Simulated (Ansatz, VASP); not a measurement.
**Cr in VASP and in Ansatz**

The input INCAR:

```
PREC = Accurate
ENCUT = 520
EDIFF = 1E-6
ISMEAR = -1
SIGMA = 0.05
LREAL = F
LASPH = T
NELM = 150
ALGO = Normal
ISIF = 2
LWAVE = F
LCHARG = F
ISPIN = 2
MAGMOM = -3 3
LORBIT = 11
LMAXMIX = 4
LDAU = T
LDAUTYPE = 2
LDAUL = 2
LDAUU = 3
LDAUJ = 0
LDAUPRINT = 1
GGA = PE
NBANDS = 23
```

File KPOINTS:

```
Automatic mesh
0
Gamma
  11 11 11
```

Contents of POSCAR:

```
Cr
1.0
    2.9688993551      0.0000000000      0.0000000000
    0.0000000000      2.9688993551      0.0000000000
    0.0000000000      0.0000000000      2.9688993551
Cr
2
Direct
    0.0000000000      0.0000000000      0.0000000000
    0.5000000000      0.5000000000      0.5000000000
```

Input for Ansatz:

```yaml
crystal:
  lattice:
    - [2.9688993551, 0.0, 0.0]
    - [0.0, 2.9688993551, 0.0]
    - [0.0, 0.0, 2.9688993551]
  atoms:
    - { symbol: Cr, position: [0.0, 0.0, 0.0], spin: -3.0 }
    - { symbol: Cr, position: [0.5, 0.5, 0.5], spin: 3.0 }
magnetization:
  spin_polarized: true
kpoints:
  mp_grid: { grid: [11, 11, 11] }
scf:
  occupations: { method: fermi_dirac, width: 0.05 }
hamiltonian:
  xc: pbe
  pseudopotentials: { kind: paw }
  hubbard: { sites: [{ species: Cr, l: d, u_eff: 3 }] }
output:
  forces: true
  stress: true
  eigenvalues: true
  hubbard: { sites: [{ species: Cr, l: d }] }
  populations: true
  dos: { projected: true, de: 0.1, e_range: [-10, 8] }
```

Alike in both runs: task single point; functional PBE; k mesh 11 × 11 × 11; occupations fermi-dirac, width 0.05 eV; collinear spin; Hubbard terms Cr d U = 3.0 eV.

|  | VASP | Ansatz |
| --- | --- | --- |
| version | VASP 6.6.1 | Ansatz 0.2.0 |
| potentials or method | VASP PAW PBE potentials, release 64 (Cr_pv) | PAW with Ansatz's default frozen-core files, scalar-relativistic |
| plane-wave cutoff (eV) | 520 | 420 |
| valence electrons in the cell | 24 | 28 |

```tsv
	VASP	Ansatz	Ansatz less VASP
pressure (GPa)	21.9	31.1	+9.22
net moment per atom (μB)	0.00	0.00	0.000
size of the moment on the site where the two differ most (μB)	3.29	3.33	+0.041
```

Site moments also hang on the region over which each program counts them. The programs project onto different local orbitals, so the same U acts differently, and such runs can settle in different states. VASP's potentials hold 24 valence electrons a cell and Ansatz's 28, so a difference there can come from the potentials and not from the codes.
